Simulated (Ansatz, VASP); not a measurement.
**C in VASP and in Ansatz**

File INCAR:

```
PREC     = Accurate       # precision mode
ENCUT    = 600            # plane-wave cutoff, eV
EDIFF    = 1E-6           # SCF threshold, eV
ISMEAR   = 0              # smearing method
SIGMA    = 0.1            # smearing width, eV
LREAL    = False          # projectors in reciprocal space
LASPH    = True           # aspherical terms in the spheres
NELM     = 60             # most SCF steps
ALGO     = Normal         # electronic algorithm
ISIF     = 3              # what is computed and relaxed
LWAVE    = False          # write WAVECAR
LCHARG   = False          # write CHGCAR
GGA      = PE             # functional
IBRION   = 2              # ionic algorithm
NSW      = 90             # ionic steps
EDIFFG   = -0.04          # ionic threshold
```

Contents of KPOINTS:

```
regular mesh
0
Gamma
  10 10 8
```

File POSCAR:

```
C
1.0
    1.5858067200      0.0000000000      0.0000000000
    0.0000000000      1.5504077900      0.0000000000
   -0.1027796300      0.0000000000      2.1420951700
C
1
Direct
    0.5000000000      0.0000000000      0.0000000000
```

Input for Ansatz:

```yaml
crystal:
  lattice:
    - [1.58580672, 0.0, 0.0]
    - [0.0, 1.55040779, 0.0]
    - [-0.10277963, 0.0, 2.14209517]
  atoms:
    - { symbol: C, position: [0.5, 0.0, 0.0] }
basis:
  ecutwfc: 420
kpoints:
  mp_grid: { grid: [10, 10, 8] }
hamiltonian:
  xc: pbe
scf:
  occupations: { method: gaussian, width: 0.1 }
  lower_state_search: "off"
output:
  forces: true
  stress: true
  eigenvalues: true
relax:
  adjacent_minimum: "off"
  f_tol: 0.04
  max_steps: 70
  cell: { stress_tol: 0.4 }
```

Alike in both runs: task relaxation of cell and atoms; functional PBE; k mesh 10 × 10 × 8; occupations gaussian, width 0.1 eV; no spin polarisation.

|  | VASP | Ansatz |
| --- | --- | --- |
| version | VASP 6.6.1 | Ansatz 0.2.0 |
| potentials or method | VASP PAW PBE potentials, release 64 (C), cutoff 600 eV | scalar-relativistic, plane waves, PAW |
| valence electrons in the cell | 4 | 4 |

|  | VASP | Ansatz | Ansatz less VASP |
| --- | --- | --- | --- |
| gap on the k mesh at the Fermi level, each at its own relaxed structure (eV) | none | none | - |
| relaxed volume (Å³/atom) | 7.67 | 9.43 | +1.757 |
| relaxed length of the cell vector where the two differ most in proportion (Å) | 2.951 | 3.615 | +0.6645 |

A gap of «none» marks a metal or a gap that the smearing closes. One of these differences is far larger than is usual between the two programs; its cause wasn't traced.

The k mesh is coarse, so the values compare programs but aren't converged. Noted on VASP's run: the volume moved by over 15 % at a fixed basis, so the end points are rough.
